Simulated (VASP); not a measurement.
# ZnS (Cm) in VASP: single point with PBE

Aim: the single point of ZnS with PBE.

All numbers are computed with VASP 6.6.1; they aren't measurements. Logs are shortened: lines on timing, memory, paths and dates and some standing lists are left out, and cuts for length are marked.

## (1) The cell of the first run

The structure is monoclinic, space group Cm (No. 8). The conventional cell has a = 7.698 Å, b = 7.698 Å, c = 5.443 Å, α = 90.00°, β = 90.00°, γ = 90.00°. Zn (site symmetry m) has 4 S at 2.14 to 2.58 Å within 2.8 Å. Zn (site symmetry m) has 4 S at 2.36 Å within 3.1 Å. Within 3.1 Å of Zn (site symmetry 1) lie 4 S at 2.36 Å. S (site symmetry m) has 4 Zn at 2.36 to 2.58 Å within 3.1 Å. S (site symmetry m) has 4 Zn at 2.14 to 2.36 Å within 2.8 Å. Within 3.1 Å of S (site symmetry 1) lie 4 Zn at 2.36 to 2.37 Å.

## (2) Single point, PBE (atom 1 (Zn) moved -0.270 Å towards its neighbour atom 2 (Zn) at 3.849 Å)

INCAR reads:

```
SYSTEM = ZnS
ALGO = Normal ; EDIFF = 1E-6
ENCUT = 520 ; GGA = PE
ISIF = 2 ; ISMEAR = 0
LASPH = .TRUE. ; LCHARG = .FALSE.
LREAL = .FALSE. ; LWAVE = .FALSE.
NBANDS = 46 ; NELM = 80
PREC = Accurate ; SIGMA = 0.05
```

KPOINTS reads:

```
k-points
0
G
  6 6 6
  0 0 0
```

POSCAR reads:

```
ZnS
1.0
    5.4431279680      0.0000000000      0.0000000000
    0.0000000000     -5.4431279680      0.0000000000
    0.0000000000      0.0000000000     -5.4431279680
Zn S
4 4
Direct
    0.0350752053      0.0350752053      0.0000000000
    0.5000000000      0.5000000000      0.0000000000
    0.5000000000      0.0000000000      0.5000000000
    0.0000000000      0.5000000000      0.5000000000
    0.7500000000      0.7500000000      0.7500000000
    0.2500000000      0.2500000000      0.7500000000
    0.2500000000      0.7500000000      0.2500000000
    0.7500000000      0.2500000000      0.2500000000
```

Potentials or basis: VASP PAW PBE potentials, release 64 (Zn, S).

The run is started by

```sh
> cat potpaw_PBE.64/Zn/POTCAR potpaw_PBE.64/S/POTCAR > POTCAR
> mpirun -np 1 vasp_std > vasp.out
```

OUTCAR:

```text
SYSTEM = ZnS
   EDIFF = 1E-6
   ENCUT = 520
   GGA = PE
   ISIF = 2
   ISMEAR = 0
   LASPH = .TRUE.
   LREAL = .FALSE.
   NELM = 80
   PREC = Accurate

 ion  position               nearest neighbor table
   1  0.035  0.035  0.000-   6 2.14   7 2.37   8 2.37   5 2.58
   2  0.500  0.500  0.000-   5 2.36   6 2.36   7 2.36   8 2.36
   3  0.500  0.000  0.500-   5 2.36   6 2.36   7 2.36   8 2.36
   4  0.000  0.500  0.500-   5 2.36   6 2.36   7 2.36   8 2.36
   5  0.750  0.750  0.750-   2 2.36   3 2.36   4 2.36   1 2.58
   6  0.250  0.250  0.750-   1 2.14   2 2.36   3 2.36   4 2.36
   7  0.250  0.750  0.250-   2 2.36   3 2.36   4 2.36   1 2.37
   8  0.750  0.250  0.250-   2 2.36   3 2.36   4 2.36   1 2.37

  LATTYP: Found a simple cubic cell.
 ALAT       =     5.4431279680

  Lattice vectors:

 A1 = (   5.4431279680,   0.0000000000,   0.0000000000)
 A2 = (   0.0000000000,  -5.4431279680,   0.0000000000)
 A3 = (   0.0000000000,   0.0000000000,  -5.4431279680)

Analysis of symmetry for initial positions (statically):
=====================================================================
 Subroutine PRICEL returns:
 Original cell was already a primitive cell.

 Routine SETGRP: Setting up the symmetry group for a
 simple cubic supercell.

 Subroutine GETGRP returns: Found  2 space group operations
 (whereof  2 operations were pure point group operations)
 out of a pool of 48 trial point group operations.

The static configuration has the point symmetry C_1h.

Analysis of symmetry for dynamics (positions and initial velocities):
=====================================================================
 Subroutine PRICEL returns:
 Original cell was already a primitive cell.

 Routine SETGRP: Setting up the symmetry group for a
 simple cubic supercell.

 Subroutine GETGRP returns: Found  2 space group operations
 (whereof  2 operations were pure point group operations)
 out of a pool of 48 trial point group operations.

The dynamic configuration has the point symmetry C_1h.

 Subroutine INISYM returns: Found  2 space group operations
 (whereof  2 operations are pure point group operations),
 and found     1 'primitive' translations

----------------------------------------------------------------------------------------

                                     Primitive cell

  volume of cell :     161.2670

  direct lattice vectors                    reciprocal lattice vectors
     5.443127968  0.000000000  0.000000000     0.183717893  0.000000000  0.000000000
     0.000000000 -5.443127968  0.000000000     0.000000000 -0.183717893  0.000000000
     0.000000000  0.000000000 -5.443127968     0.000000000  0.000000000 -0.183717893

  length of vectors
     5.443127968  5.443127968  5.443127968     0.183717893  0.183717893  0.183717893

  position of ions in fractional coordinates (direct lattice)
     0.035075205  0.035075205  0.000000000
     0.500000000  0.500000000  0.000000000
     0.500000000  0.000000000  0.500000000
     0.000000000  0.500000000  0.500000000
     0.750000000  0.750000000  0.750000000
     0.250000000  0.250000000  0.750000000
     0.250000000  0.750000000  0.250000000
     0.750000000  0.250000000  0.250000000

  ion indices of the primitive-cell ions
   primitive index   ion index
                 1           1
                 2           2
                 3           3
                 4           4
                 5           5
                 6           6
                 7           7
                 8           8

----------------------------------------------------------------------------------------

 KPOINTS: k-points

Automatic generation of k-mesh.
 Grid dimensions read from file:
 generate k-points for:    6    6    6

 Generating k-lattice:

  Cartesian coordinates                     Fractional coordinates (reciprocal lattice)
     0.030619649  0.000000000  0.000000000     0.166666667  0.000000000  0.000000000
     0.000000000 -0.030619649  0.000000000     0.000000000  0.166666667  0.000000000
     0.000000000  0.000000000 -0.030619649     0.000000000  0.000000000  0.166666667

  Length of vectors
     0.030619649  0.030619649  0.030619649

  Shift w.r.t. Gamma in fractional coordinates (k-lattice)
     0.000000000  0.000000000  0.000000000

 Subroutine IBZKPT returns following result:
 ===========================================

 Found     68 irreducible k-points:

 Following reciprocal coordinates:
            Coordinates               Weight
  0.000000  0.000000  0.000000      1.000000
  0.166667  0.000000  0.000000      4.000000
  0.000000  0.000000  0.166667      2.000000
  0.333333  0.000000  0.000000      4.000000
  0.000000  0.000000  0.333333      2.000000
  0.500000  0.000000  0.000000      2.000000
[... 16 lines left out ...]
 -0.333333  0.333333  0.000000      2.000000
 -0.333333  0.000000  0.333333      4.000000
 [... further k-points ...]
   k-points           NKPTS =     68   k-points in BZ     NKDIM =     68   number of bands    NBANDS=     46
   number of dos      NEDOS =    301   number of ions     NIONS =      8
   total plane-waves  NPLWV =  64000
   dimension x,y,z NGX =    40 NGY =   40 NGZ =   40
   dimension x,y,z NGXF=    80 NGYF=   80 NGZF=   80
   ions per type =               4   4
   NGX,Y,Z   is equivalent  to a cutoff of  12.22, 12.22, 12.22 a.u.
   NGXF,Y,Z  is equivalent  to a cutoff of  24.43, 24.43, 24.43 a.u.
 SYSTEM =  ZnS
   PREC   = accura    normal or accurate (medium, high low for compatibility)
   ISTART =      0    job   : 0-new  1-cont  2-samecut
   ICHARG =      2    charge: 1-file 2-atom 10-const
   ISPIN  =      1    spin polarized calculation?
   LNONCOLLINEAR =      F non collinear calculations
   LSORBIT =      F    spin-orbit coupling
   LASPH  =      T    aspherical Exc in radial PAW
   ENCUT  =  520.0 eV  38.22 Ry    6.18 a.u.  10.12 10.12 10.12*2*pi/ulx,y,z
   NELM   =     80;   NELMIN=  2; NELMDL= -5     # of ELM steps
   EDIFF  = 0.1E-05   stopping-criterion for ELM
   LREAL  =      F    real-space projection
   EDIFFG = 0.1E-04   stopping-criterion for IOM
   NSW    =      0    number of steps for IOM
   IBRION =     -1    ionic relax: 0-MD 1-quasi-New 2-CG
   NFREE  =      0    steps in history (QN), initial steepest desc. (CG)
   ISIF   =      2    stress and relaxation
   ISYM   =      2    0-nonsym 1-usesym 2-fastsym
   POTIM  = 0.5000    time-step for ionic-motion
   TEBEG  =    0.0;   TEEND  =   0.0 temperature during run
   PSTRESS=    0.0 pullay stress
   NELECT =      72.0000    total number of electrons
   NUPDOWN=      -1.0000    fix difference up-down
   EMIN   =  10.00;   EMAX   =-10.00  energy-range for DOS
   EFERMI =   0.00;   METHOD = LEGACY
   ISMEAR =     0;   SIGMA  =   0.05  broadening in eV -4-tet -1-fermi 0-gaus
   EFERMI_NEDOS =   21; number of points for ismear=-14 and -15
   IALGO  =     38    algorithm
   IMIX   =      4    mixing-type and parameters
     AMIX     =   0.40;   BMIX     =  1.00
     AMIX_MAG =   1.60;   BMIX_MAG =  1.00
  volume/ion in A,a.u.               =      20.16       136.04
  Fermi-wavevector in a.u.,A,eV,Ry     =   1.251230  2.364482 21.300959  1.565576
  Thomas-Fermi vector in A             =   2.385187
   LORBIT       =      0    0 simple, 1 ext, 2 COOP (PROOUT), +10 PAW based schemes
   GGA     = PE    functional components
   LHFCALC =     F    Hartree Fock is set to
   AEXX    =    0.0000 exact exchange contribution
   IVDW    =     0    specifies the selected vdW correction
   LEPSILON=     F    determine dielectric tensor
   LRPA    =     F    only Hartree local field effects (RPA)
 non-spin polarized calculation
 Gauss-broadening in eV      SIGMA  =   0.05
  energy-cutoff  :      520.00
  volume of cell :      161.27
 maximum number of plane-waves:      4385
   NGX = 21   NGY = 21   NGZ = 21

 number of electron      71.9999962 magnetization

 Free energy of the ion-electron system (eV)
  ---------------------------------------------------
  ext. energy  EPLUGINS =         0.00000000
  ---------------------------------------------------
  free energy    TOTEN  =       -27.16769395 eV

  energy without entropy =      -27.16769395  energy(sigma->0) =      -27.16769395

 E-fermi :   2.2411     XC(G=0):  -9.5276

 val. band max:        1.9709515599   @ k =   0.0000   0.0000   0.0000
 cond. band min:       3.9063011737   @ k =   0.0000   0.0000   0.0000
 fundamental gap:      1.9353496138
 Fermi energy:         2.2411026628

 k-point     1 :       0.0000    0.0000    0.0000
  band No.  band energies     occupation
      1     -11.1813      2.00000
      2     -10.1653      2.00000
      3      -9.8893      2.00000
      4      -9.6307      2.00000
      5      -4.5817      2.00000
      6      -4.4665      2.00000
[... 38 lines left out ...]
     45       8.3401      0.00000
     46       8.4142      0.00000

 k-point     2 :       0.1667    0.0000    0.0000
  band No.  band energies     occupation
      1     -11.1218      2.00000
      2     -10.1858      2.00000
      3      -9.9350      2.00000
      4      -9.6475      2.00000
      5      -4.5746      2.00000
      6      -4.4585      2.00000
[... 38 lines left out ...]
     45       8.6157      0.00000
     46       8.6692      0.00000

 k-point     3 :       0.0000    0.0000    0.1667
  band No.  band energies     occupation
      1     -11.1186      2.00000
      2     -10.2151      2.00000
      3      -9.8879      2.00000
      4      -9.6690      2.00000
      5      -4.5710      2.00000
      6      -4.4426      2.00000
[... 1018 lines left out ...]
     45       8.9251      0.00000
     46       8.9632      0.00000

 k-point    24 :      -0.3333    0.0000    0.3333
  band No.  band energies     occupation
      1     -10.7942      2.00000
      2     -10.3196      2.00000
      3     -10.0614      2.00000
      4      -9.7861      2.00000
      5      -4.5376      2.00000
      6      -4.3774      2.00000
[... 38 lines left out ...]
     45       8.7234      0.00000
     46       8.9464      0.00000

 [... further k-points ...]

------------------------ aborting loop because EDIFF is reached ----------------------------------------

  FORCE on cell =-STRESS in cart. coord.  units (eV):
  Direction    XX          YY          ZZ          XY          YZ          ZX
  --------------------------------------------------------------------------------------
  -------------------------------------------------------------------------------------
  Total        0.6371533      0.6371533      1.1015674     -0.7415551     -1.1111896      1.1111899
  in kB        6.3300758      6.3300758     10.9439985     -7.3673008    -11.0395945     11.0395977
  external PRESSURE =       7.8680500 kB  Pullay stress =       0.0000000 kB

 VOLUME and BASIS-vectors are now :
 -----------------------------------------------------------------------------
  energy-cutoff  :      520.00
  volume of cell :      161.27
      direct lattice vectors                 reciprocal lattice vectors
     5.443127968  0.000000000  0.000000000     0.183717893  0.000000000  0.000000000
     0.000000000 -5.443127968  0.000000000     0.000000000 -0.183717893  0.000000000
     0.000000000  0.000000000 -5.443127968     0.000000000  0.000000000 -0.183717893

 POSITION                                       TOTAL-FORCE (eV/Angst)
 -----------------------------------------------------------------------------------
      0.19092     -0.19092      0.00000        -1.341999      1.341999     -0.811268
      2.72156     -2.72156      0.00000         0.227169     -0.227169      0.012339
      2.72156      0.00000     -2.72156         0.223850      0.276863     -0.005519
      0.00000     -2.72156     -2.72156        -0.276863     -0.223850     -0.005519
      4.08235     -4.08235     -4.08235         0.258690     -0.258690     -0.214737
      1.36078     -1.36078     -4.08235         0.837429     -0.837429      0.930945
      1.36078     -4.08235     -1.36078        -0.014951     -0.086674      0.046880
      4.08235     -1.36078     -1.36078         0.086674      0.014951      0.046880
 -----------------------------------------------------------------------------------
    total drift:                               -0.000633      0.000633      0.000021

  FREE ENERGIE OF THE ION-ELECTRON SYSTEM (eV)
  ---------------------------------------------------
  free  energy   TOTEN  =       -27.1676939522 eV

  energy  without entropy=      -27.1676939522  energy(sigma->0) =      -27.16769395
```

Run time: 7.5 min. Hardware: 1 thread of Intel Xeon 8259CL, shared host; peak memory 0.5 GiB.

What came out:

* Free energy: -27.1677 eV
* Pressure: 0.8 GPa
* Largest force: 2.064 eV/Å
* Band gap on the k mesh: 1.94 eV

Forces in eV/Å, atoms in the order of the input:
```
Zn  -1.342  1.342 -0.811
Zn   0.227 -0.227  0.012
Zn   0.224  0.277 -0.006
Zn  -0.277 -0.224 -0.006
S    0.259 -0.259 -0.215
S    0.837 -0.837  0.931
S   -0.015 -0.087  0.047
S    0.087  0.015  0.047
```

Caveat: the cell differs from its parent crystal (atom 1 (Zn) moved -0.270 Å towards its neighbour atom 2 (Zn) at 3.849 Å); forces of over 1 eV/Å act on the atoms, so gaps and moduli don't describe the material at rest.
